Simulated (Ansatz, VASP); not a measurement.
SnS in VASP and in Ansatz

```
Sn S
1.0
    11.20000    0.00000    0.00000
     0.00000    3.98700    0.00000
     0.00000    0.00000    4.33400
Sn S
4 4
Direct
  0.11940 0.25000 0.11980
  0.38060 0.75000 0.61980
  0.61940 0.25000 0.38020
  0.88060 0.75000 0.88020
  0.85080 0.25000 0.47930
  0.64920 0.75000 0.97930
  0.35080 0.25000 0.02070
  0.14920 0.75000 0.52070
```

Alike in both runs: task single point; functional PBE; k mesh 2 × 4 × 4; occupations gaussian, width 0.1 eV; no spin polarisation.

```csv
,VASP,Ansatz
version,VASP 6.6.1,Ansatz 0.2.0
potentials or method,"VASP PAW PBE potentials, release 64 (Sn_d, S), cutoff 500 eV","scalar-relativistic, plane waves, PAW"
valence electrons in the cell,80,80
```

```tsv
	VASP	Ansatz	Ansatz less VASP
gap on the k mesh at the Fermi level (eV)	0.98	0.99	+0.008
least direct gap on the mesh (eV)	1.41	1.42	+0.004
pressure (GPa)	2.3	2.3	+0.05
traceless stress, the component that is largest in VASP (GPa)	-0.46	-0.48	-0.019
rms of the force components (eV/Å)	0.066	0.064	-0.0024
```

Atom by atom the forces differ by 0.004 eV/Å (rms over components). With one functional, cell and mesh, what is left measures potentials, basis and numerics.
